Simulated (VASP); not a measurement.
VN2, 6 atoms in the cell. It takes space group I4/mcm (No. 140, tetragonal). Conventional cell: a = 4.293 Å, b = 4.293 Å, c = 4.914 Å, α = 90.00°, β = 90.00°, γ = 90.00°. V (site symmetry 422) has 8 N at 2.12 Å and 2 V at 2.46 Å within 2.8 Å. N (site symmetry m2m) has 1 N at 1.39 Å within 1.9 Å. 

```yaml
Program: VASP 6.6.1
Task: single point
Functional: r2SCAN
Potentials_or_basis: VASP PAW PBE potentials, release 64 (V_sv, N)
Cutoff: 520 eV
k_mesh: 12 × 12 × 12
Occupations: gaussian, width 0.1 eV
Spin: no spin polarisation
Dipole_correction: no
Further_INCAR_settings: ALGO = Normal; EDIFF = 1e-07; NBANDS = 32
```

Potentials or basis: VASP PAW PBE potentials, release 64 (V_sv, N).

The run is started by

```bash
$ cat potpaw_PBE.64/V_sv/POTCAR potpaw_PBE.64/N/POTCAR > POTCAR
$ cp INCAR.step1 INCAR
$ mpirun -np 1 vasp_std > vasp.out
$ cp INCAR.step2 INCAR
$ mpirun -np 1 vasp_std > vasp.out
```

Hardware: 1 thread of Intel(R) Xeon(R) 6975P-C (Granite Rapids) (shared host).

Question: How long does it take, and how much memory?

Answer: It took 8 min on 1 thread of Intel(R) Xeon(R) 6975P-C (Granite Rapids) (shared host), peak memory 0.3 GiB. Counts: k points 163.
